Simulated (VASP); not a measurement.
# MgO2 (Pa-3) in VASP: further runs

The runs below take MgO2 through single point, relaxation of cell and atoms, with PBEsol.

All numbers are computed with VASP 6.6.1; they aren't measurements. Logs are shortened: lines on timing, memory, paths and dates and some standing lists are left out, and cuts for length are marked.

### 1 The cell of the first run

Symmetry: Pa-3, No. 205, cubic system. Conventional cell: a = 4.841 Å, b = 4.841 Å, c = 4.841 Å, α = 90.00°, β = 90.00°, γ = 90.00°. Within 3.0 Å of Mg (site symmetry -3) lie 12 O at 2.08 to 2.91 Å. O (site symmetry 3) has 1 O at 1.48 Å within 2.0 Å.

### 2 Single point, PBEsol

INCAR

```
PREC     = Accurate       # precision mode
ENCUT    = 520            # plane-wave cutoff, eV
EDIFF    = 1E-6           # SCF threshold, eV
ISMEAR   = 0              # smearing method
SIGMA    = 0.01           # smearing width, eV
LREAL    = F              # projectors in reciprocal space
LASPH    = T              # aspherical terms in the spheres
NELM     = 80             # most SCF steps
ALGO     = Normal         # electronic algorithm
ISIF     = 2              # what is computed and relaxed
LWAVE    = F              # write WAVECAR
LCHARG   = T              # write CHGCAR
GGA      = PS             # functional
LELF     = T              # ELF
LVHAR    = T            
NBANDS   = 40             # bands
```

KPOINTS

```
Automatic mesh
0
Gamma
  5 5 5
```

POSCAR

```
MgO2
1.0
    4.8411171242      0.0000000000      0.0000000000
    0.0000000000      4.8411171242      0.0000000000
    0.0000000000      0.0000000000      4.8411171242
Mg O
4 8
Direct
    0.0000000000      0.5000000000      0.5000000000
    0.5000000000      0.5000000000      0.0000000000
    0.5000000000      0.0000000000      0.5000000000
    0.0000000000      0.0000000000      0.0000000000
    0.4116402348      0.0883597652      0.9116402348
    0.0883597652      0.9116402348      0.4116402348
    0.9116402348      0.4116402348      0.0883597652
    0.5883597652      0.5883597652      0.5883597652
    0.4116402348      0.4116402348      0.4116402348
    0.0883597652      0.5883597652      0.9116402348
    0.9116402348      0.0883597652      0.5883597652
    0.5883597652      0.9116402348      0.0883597652
```

Potentials or basis: VASP PAW PBE potentials, release 64 (Mg, O).

The run is started by

```console
$ cat potpaw_PBE.64/Mg/POTCAR potpaw_PBE.64/O/POTCAR > POTCAR
$ mpirun -np 1 vasp_std > vasp.out
```

OUTCAR:

```text
PREC = Accurate
   ENCUT = 520
   EDIFF = 1E-6
   ISMEAR = 0
   LREAL = F
   LASPH = T
   NELM = 80
   ISIF = 2
   GGA = PS

 ion  position               nearest neighbor table
   1  0.000  0.500  0.500-   6 2.08   7 2.08   8 2.08   9 2.08  10 2.08  11 2.08   2 3.42   3 3.42
                             4 3.42   2 3.42   4 3.42   3 3.42   4 3.42   4 3.42   2 3.42   3 3.42
   2  0.500  0.500  0.000-   5 2.08   7 2.08   8 2.08   9 2.08  10 2.08  12 2.08   1 3.42   3 3.42
                             4 3.42   1 3.42   3 3.42   3 3.42   4 3.42   3 3.42   1 3.42   4 3.42
   3  0.500  0.000  0.500-   5 2.08   6 2.08   8 2.08   9 2.08  11 2.08  12 2.08   1 3.42   2 3.42
                             4 3.42   2 3.42   4 3.42   1 3.42   2 3.42   2 3.42   1 3.42   4 3.42
   4  0.000  0.000  0.000-   5 2.08   6 2.08   7 2.08  10 2.08  11 2.08  12 2.08   1 3.42   2 3.42
                             3 3.42   1 3.42   3 3.42   1 3.42   2 3.42   1 3.42   2 3.42   3 3.42
   5  0.412  0.088  0.912-  12 1.48   3 2.08   4 2.08   2 2.08
   6  0.088  0.912  0.412-  11 1.48   3 2.08   4 2.08   1 2.08
   7  0.912  0.412  0.088-  10 1.48   2 2.08   4 2.08   1 2.08
   8  0.588  0.588  0.588-   9 1.48   2 2.08   3 2.08   1 2.08
   9  0.412  0.412  0.412-   8 1.48   2 2.08   3 2.08   1 2.08
  10  0.088  0.588  0.912-   7 1.48   2 2.08   4 2.08   1 2.08
  11  0.912  0.088  0.588-   6 1.48   3 2.08   4 2.08   1 2.08
  12  0.588  0.912  0.088-   5 1.48   3 2.08   4 2.08   2 2.08

  LATTYP: Found a simple cubic cell.
 ALAT       =     4.8411171242

  Lattice vectors:

 A1 = (   4.8411171242,   0.0000000000,   0.0000000000)
 A2 = (   0.0000000000,   4.8411171242,   0.0000000000)
 A3 = (   0.0000000000,   0.0000000000,   4.8411171242)

Analysis of symmetry for initial positions (statically):
=====================================================================
 Subroutine PRICEL returns:
 Original cell was already a primitive cell.

 Routine SETGRP: Setting up the symmetry group for a
 simple cubic supercell.

 Subroutine GETGRP returns: Found 24 space group operations
 (whereof  6 operations were pure point group operations)
 out of a pool of 48 trial point group operations.

The static configuration has the point symmetry S_6 .
 The point group associated with its full space group is T_h .

Analysis of symmetry for dynamics (positions and initial velocities):
=====================================================================
 Subroutine PRICEL returns:
 Original cell was already a primitive cell.

 Routine SETGRP: Setting up the symmetry group for a
 simple cubic supercell.

[... 124 lines left out ...]
   EMIN   =  10.00;   EMAX   =-10.00  energy-range for DOS
   EFERMI =   0.00;   METHOD = LEGACY
   ISMEAR =     0;   SIGMA  =   0.01  broadening in eV -4-tet -1-fermi 0-gaus
   EFERMI_NEDOS =   21; number of points for ismear=-14 and -15
   IALGO  =     38    algorithm
   IMIX   =      4    mixing-type and parameters
     AMIX     =   0.40;   BMIX     =  1.00
     AMIX_MAG =   1.60;   BMIX_MAG =  1.00
  volume/ion in A,a.u.               =       9.45        63.80
  Fermi-wavevector in a.u.,A,eV,Ry     =   1.293774  2.444879 22.774145  1.673852
  Thomas-Fermi vector in A             =   2.425399
   LORBIT       =      0    0 simple, 1 ext, 2 COOP (PROOUT), +10 PAW based schemes
   GGA     = PS    functional components
   LHFCALC =     F    Hartree Fock is set to
   AEXX    =    0.0000 exact exchange contribution
   IVDW    =     0    specifies the selected vdW correction
   LEPSILON=     F    determine dielectric tensor
   LRPA    =     F    only Hartree local field effects (RPA)
 non-spin polarized calculation
 Gauss-broadening in eV      SIGMA  =   0.01
  energy-cutoff  :      520.00
  volume of cell :      113.46
 maximum number of plane-waves:      3071
   NGX = 19   NGY = 19   NGZ = 19

 number of electron      56.0000073 magnetization

 Free energy of the ion-electron system (eV)
  ---------------------------------------------------
  ext. energy  EPLUGINS =         0.00000000
  ---------------------------------------------------
  free energy    TOTEN  =       -69.78660359 eV

  energy without entropy =      -69.78660359  energy(sigma->0) =      -69.78660359

 E-fermi :   2.9421     XC(G=0): -11.0144

 val. band max:        2.8651165640   @ k =   0.0000   0.0000   0.0000
 cond. band min:       6.8152817841   @ k =   0.2000   0.2000   0.2000
 fundamental gap:      3.9501652200
 Fermi energy:         2.9420539024

 k-point     1 :       0.0000    0.0000    0.0000
  band No.  band energies     occupation
      1     -18.4164      2.00000
      2     -17.6391      2.00000
      3     -17.6391      2.00000
      4     -17.6391      2.00000
      5     -11.7686      2.00000
      6     -11.7686      2.00000
[... 462 lines left out ...]
     39      14.1167      0.00000
     40      14.2692      0.00000

------------------------ aborting loop because EDIFF is reached ----------------------------------------

  FORCE on cell =-STRESS in cart. coord.  units (eV):
  Direction    XX          YY          ZZ          XY          YZ          ZX
  --------------------------------------------------------------------------------------
  -------------------------------------------------------------------------------------
  Total       -0.0687850     -0.0687850     -0.0687850      0.0000000      0.0000000     -0.0000000
  in kB       -0.9713322     -0.9713322     -0.9713322      0.0000000      0.0000000     -0.0000000
  external PRESSURE =      -0.9713322 kB  Pullay stress =       0.0000000 kB

 VOLUME and BASIS-vectors are now :
 -----------------------------------------------------------------------------
  energy-cutoff  :      520.00
  volume of cell :      113.46
      direct lattice vectors                 reciprocal lattice vectors
     4.841117124  0.000000000  0.000000000     0.206563893  0.000000000  0.000000000
     0.000000000  4.841117124  0.000000000     0.000000000  0.206563893  0.000000000
     0.000000000  0.000000000  4.841117124     0.000000000  0.000000000  0.206563893

 POSITION                                       TOTAL-FORCE (eV/Angst)
 -----------------------------------------------------------------------------------
      0.00000      2.42056      2.42056         0.000000     -0.000000      0.000000
      2.42056      2.42056      0.00000         0.000000     -0.000000      0.000000
      2.42056      0.00000      2.42056         0.000000     -0.000000      0.000000
      0.00000      0.00000      0.00000         0.000000     -0.000000      0.000000
      1.99280      0.42776      4.41336        -0.115202      0.115202     -0.115202
      0.42776      4.41336      1.99280         0.115202     -0.115202     -0.115202
      4.41336      1.99280      0.42776        -0.115202     -0.115202      0.115202
      2.84832      2.84832      2.84832         0.115202      0.115202      0.115202
      1.99280      1.99280      1.99280        -0.115202     -0.115202     -0.115202
      0.42776      2.84832      4.41336         0.115202      0.115202     -0.115202
      4.41336      0.42776      2.84832        -0.115202      0.115202      0.115202
      2.84832      4.41336      0.42776         0.115202     -0.115202      0.115202
 -----------------------------------------------------------------------------------
    total drift:                                0.000000     -0.000000     -0.000000

  FREE ENERGIE OF THE ION-ELECTRON SYSTEM (eV)
  ---------------------------------------------------
  free  energy   TOTEN  =       -69.7866035937 eV

  energy  without entropy=      -69.7866035937  energy(sigma->0) =      -69.78660359
```

OSZICAR:

```text
N       E                     dE             d eps       ncg     rms          rms(c)
DAV:   1     0.301010426622E+03    0.30101E+03   -0.29874E+04   912   0.132E+03
DAV:   2    -0.557062495700E+02   -0.35672E+03   -0.34586E+03  1096   0.288E+02
DAV:   3    -0.744477208903E+02   -0.18741E+02   -0.18608E+02  1080   0.696E+01
DAV:   4    -0.745909575379E+02   -0.14324E+00   -0.14308E+00  1080   0.666E+00
DAV:   5    -0.745920476302E+02   -0.10901E-02   -0.10900E-02  1056   0.558E-01    0.161E+01
DAV:   6    -0.703100511986E+02    0.42820E+01   -0.93733E+00  1048   0.149E+01    0.730E+00
DAV:   7    -0.698376693345E+02    0.47238E+00   -0.88521E-01  1072   0.508E+00    0.324E+00
DAV:   8    -0.697852521281E+02    0.52417E-01   -0.15728E-01  1016   0.276E+00    0.406E-01
DAV:   9    -0.697867474195E+02   -0.14953E-02   -0.26227E-02  1056   0.803E-01    0.222E-01
DAV:  10    -0.697865530389E+02    0.19438E-03   -0.27921E-03  1080   0.278E-01    0.450E-02
DAV:  11    -0.697866113692E+02   -0.58330E-04   -0.11738E-04  1096   0.655E-02    0.237E-02
DAV:  12    -0.697866032494E+02    0.81198E-05   -0.48235E-05  1056   0.346E-02    0.330E-03
DAV:  13    -0.697866035937E+02   -0.34427E-06   -0.74498E-07   688   0.478E-03
   1 F= -.69786604E+02 E0= -.69786604E+02  d E =-.176954E-29
```

stdout:

```text
POSCAR found type information on POSCAR MgO
 POSCAR found :  2 types and      12 ions
 scaLAPACK will be used
 -----------------------------------------------------------------------------
|                                                                             |
|                                                                             |
|     You enforced a specific xc type in the INCAR file but a different       |
|     I HOPE YOU KNOW WHAT YOU ARE DOING!                                     |
|                                                                             |
 -----------------------------------------------------------------------------

 LDA part: xc-table for (Slater+PW92), standard interpolation
 POSCAR, INCAR and KPOINTS ok, starting setup
 FFT: planning ... GRIDC
 FFT: planning ... GRID_SOFT
 FFT: planning ... GRID
 WAVECAR not read
 entering main loop
```

Run time: 62 s. Hardware: 1 thread of Intel Xeon 8259CL, shared host; peak memory 0.21 GiB.

What came out:

| Quantity | Value |
| --- | --- |
| Free energy | -69.7866 eV |
| Pressure | -0.1 GPa |
| Largest force | 0.200 eV/Å |
| Band gap on the k mesh | 3.95 eV (least direct gap 4.05 eV) |

Forces in eV/Å, atoms in the order of the input:
```
Mg   0.000  0.000  0.000
Mg   0.000  0.000  0.000
Mg   0.000  0.000  0.000
Mg   0.000  0.000  0.000
O   -0.115  0.115 -0.115
O    0.115 -0.115 -0.115
O   -0.115 -0.115  0.115
O    0.115  0.115  0.115
O   -0.115 -0.115 -0.115
O    0.115  0.115 -0.115
O   -0.115  0.115  0.115
O    0.115 -0.115  0.115
```

Caveat: the PAW data sets were made with another functional, which shifts forces and pressure a little; an odd mesh through Γ misses points on the zone boundary, where band edges can lie.

### 3 Relaxation of cell and atoms, PBEsol

This run uses another cell than the first one, of 9.38 Å³/atom.

INCAR

```
SYSTEM = MgO2
PREC     = Accurate       ! precision mode
ENCUT    = 600            ! plane-wave cutoff, eV
EDIFF    = 1E-6           ! SCF threshold, eV
ISMEAR   = 0              ! smearing method
SIGMA    = 0.01           ! smearing width, eV
LREAL    = .False.        ! projectors in reciprocal space
LASPH    = .True.         ! aspherical terms in the spheres
NELM     = 60             ! most SCF steps
ALGO     = Normal         ! electronic algorithm
ISIF     = 3              ! what is computed and relaxed
LWAVE    = .False.        ! write WAVECAR
LCHARG   = .False.        ! write CHGCAR
GGA      = PS             ! functional
IBRION   = 2              ! ionic algorithm
NSW      = 80             ! ionic steps
EDIFFG   = -0.003         ! ionic threshold
```

KPOINTS

```
Automatic mesh
0
Gamma
  5 5 5
  0 0 0
```

POSCAR

```
MgO2
1.0
    4.8286124700      0.0000000000      0.0000000000
    0.0000000000      4.8286124700      0.0000000000
    0.0000000000      0.0000000000      4.8286124700
Mg O
4 8
Direct
    0.0000000000      0.5000000000      0.5000000000
    0.5000000000      0.5000000000      0.0000000000
    0.5000000000      0.0000000000      0.5000000000
    0.0000000000      0.0000000000      0.0000000000
    0.4105755600      0.0894244400      0.9105755600
    0.0894244400      0.9105755600      0.4105755600
    0.9105755600      0.4105755600      0.0894244400
    0.5894244400      0.5894244400      0.5894244400
    0.4105755600      0.4105755600      0.4105755600
    0.0894244400      0.5894244400      0.9105755600
    0.9105755600      0.0894244400      0.5894244400
    0.5894244400      0.9105755600      0.0894244400
```

Potentials or basis: VASP PAW PBE potentials, release 64 (Mg, O).

The run is started by

```console
$ cat potpaw_PBE.64/Mg/POTCAR potpaw_PBE.64/O/POTCAR > POTCAR
$ mpirun -np 1 vasp_std > vasp.out
```

It took 4 min on 1 thread of Intel Xeon 8259CL, shared host; peak memory 0.27 GiB.

The run converged. Its results:

```yaml
Free_energy: -69.8104 eV
Relaxed_volume: 9.41 Å³/atom
Relaxed_cell: a = 4.834 Å, b = 4.834 Å, c = 4.834 Å, α = 90.00°, β = 90.00°, γ = 90.00°
Space_group_after_relaxing_to_0.1_Å: Pa-3 (No. 205)
Energy_gained_by_relaxing: 0.3 meV/atom
Ionic_steps: 4
Pressure_after_relaxing: 0.0 GPa
Band_gap_on_the_k_mesh: 3.90 eV (least direct gap 4.01 eV)
```

The path:
| step | energy change (eV) | largest force (eV/Å) | pressure (GPa) | volume (Å³) |
| --- | --- | --- | --- | --- |
| 1 | 0.0000 | 0.1890 | 0.13 | 112.58 |
| 2 | 0.0017 | 0.2498 | 0.71 | 112.70 |
| 3 | -0.0032 | 0.0023 | 0.39 | 112.64 |
| 4 | -0.0035 | 0.0011 | -0.04 | 112.97 |

Final structure:
```
Mg O
1.0
     4.83419    0.00000    0.00000
     0.00000    4.83419    0.00000
     0.00000    0.00000    4.83419
Mg O
4 8
Direct
  0.00000 0.50000 0.50000
  0.50000 0.50000 0.00000
  0.50000 0.00000 0.50000
  0.00000 0.00000 0.00000
  0.41111 0.08889 0.91111
  0.08889 0.91111 0.41111
  0.91111 0.41111 0.08889
  0.58889 0.58889 0.58889
  0.41111 0.41111 0.41111
  0.08889 0.58889 0.91111
  0.91111 0.08889 0.58889
  0.58889 0.91111 0.08889
```

Levels at points of the mesh, in eV from the valence-band top:
```
           k point  band 25  band 26  band 27  band 28  band 29  band 30  band 31  band 32
(0.00, 0.00, 0.00)    -0.50    -0.50     0.00     0.00     4.57     4.57     4.57     4.57
```

Caveat: the PAW data sets were made with another functional, which shifts forces and pressure a little; an odd mesh through Γ misses points on the zone boundary, where band edges can lie.
